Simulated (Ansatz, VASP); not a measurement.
# B: VASP beside Ansatz

```xyz
7
Lattice="2.4016 0.0000 0.0000 -1.2008 2.0799 0.0000 0.0000 0.0000 9.3120" Properties=species:S:1:pos:R:3 pbc="T T T"
B     1.2008    0.6933    6.0177
B     0.0000    0.0000    7.3424
B     1.2008    0.6933    8.6472
B     0.0000    1.3866    0.6648
B     0.0000    0.0000    1.9695
B     0.0000    1.3866    3.2942
B     0.0000    0.0000    4.6560
```

Alike in both runs: task relaxation of cell and atoms; functional PBE; k mesh 12 × 12 × 2; occupations gaussian, width 0.1 eV; no spin polarisation.

|  | VASP | Ansatz |
| --- | --- | --- |
| version | VASP 6.6.1 | Ansatz 0.2.0 |
| potentials or method | VASP PAW PBE potentials, release 64 (B), cutoff 600 eV | scalar-relativistic, plane waves, PAW |
| valence electrons in the cell | 21 | 21 |

|  | VASP | Ansatz | Ansatz less VASP |
| --- | --- | --- | --- |
| gap on the k mesh at the Fermi level, each at its own relaxed structure (eV) | none | none | - |
| relaxed volume (Å³/atom) | 6.62 | 6.62 | -0.009 |
| relaxed length of the cell vector where the two differ most in proportion (Å) | 6.601 | 6.596 | -0.0045 |

A gap of «none» marks a metal or a gap that the smearing closes.
